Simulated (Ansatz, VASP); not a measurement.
# One calculation of CoO, two programs

File INCAR:

```
ALGO = Normal ; EDIFF = 1E-7
ENCUT = 520 ; GGA = PS
ISIF = 2 ; ISMEAR = 0
ISPIN = 2 ; LASPH = True
LCHARG = False ; LMAXMIX = 4
LORBIT = 11 ; LREAL = False
LWAVE = False ; MAGMOM = 2.52 0.34
NBANDS = 18 ; NELM = 150
PREC = Accurate ; SIGMA = 0.1
```

The input KPOINTS:

```
k-points
0
Gamma
  11 11 18
```

POSCAR

```
CoO
1.0
    3.1393031431     -0.0000000602     -0.0006149874
   -0.0000000602      3.1393031431     -0.0006149874
    1.5692732934      1.5692732934      1.9418407283
Co O
1 1
Direct
    0.0000000000      0.0000000000      0.0000000000
    0.5000000000      0.5000000000      0.0000000000
```

Input for Ansatz:

```yaml
crystal:
  lattice:
    - [3.1393031431, -6.02e-08, -0.0006149874]
    - [-6.02e-08, 3.1393031431, -0.0006149874]
    - [1.5692732934, 1.5692732934, 1.9418407283]
  atoms:
    - { symbol: Co, position: [0.0, 0.0, 0.0], spin: 2.52 }
    - { symbol: O, position: [0.5, 0.5, 0.0], spin: 0.34 }
basis:
  ecutwfc: 420
kpoints:
  mp_grid: { grid: [11, 11, 18] }
hamiltonian:
  xc: pbesol
scf:
  occupations: { method: gaussian, width: 0.1 }
output:
  forces: true
  stress: true
  eigenvalues: true
  populations: true
  write_density: true
  write_potential: true
  elf: true
  volumetric_format: npy
magnetization:
  spin_polarized: true
```

Change from the starting cell: band edges of the strained film's bulk.

Alike in both runs: task single point; functional PBEsol; k mesh 11 × 11 × 18; occupations gaussian, width 0.1 eV; collinear spin.

|  | VASP | Ansatz |
| --- | --- | --- |
| version | VASP 6.6.1 | Ansatz 0.2.0 |
| potentials or method | VASP PAW PBE potentials, release 64 (Co, O), cutoff 520 eV | scalar-relativistic, plane waves, PAW |
| valence electrons in the cell | 15 | 23 |

```csv
,VASP,Ansatz,Ansatz less VASP
gap on the k mesh at the Fermi level (eV),none,none,-
pressure (GPa),-5.3,-4.7,+0.56
"traceless stress, the component that is largest in VASP (GPa)",4.74,4.72,-0.012
net moment per atom (μB),1.39,1.40,+0.011
size of the moment on the site where the two differ most (μB),2.43,2.29,-0.136
```

VASP's potentials were made for PBE, not for PBEsol. Site moments also hang on the region over which each program counts them. A gap of «none» marks a metal or a gap that the smearing closes. VASP's potentials hold 15 valence electrons a cell and Ansatz's 23, so a difference there can come from the potentials and not from the codes.
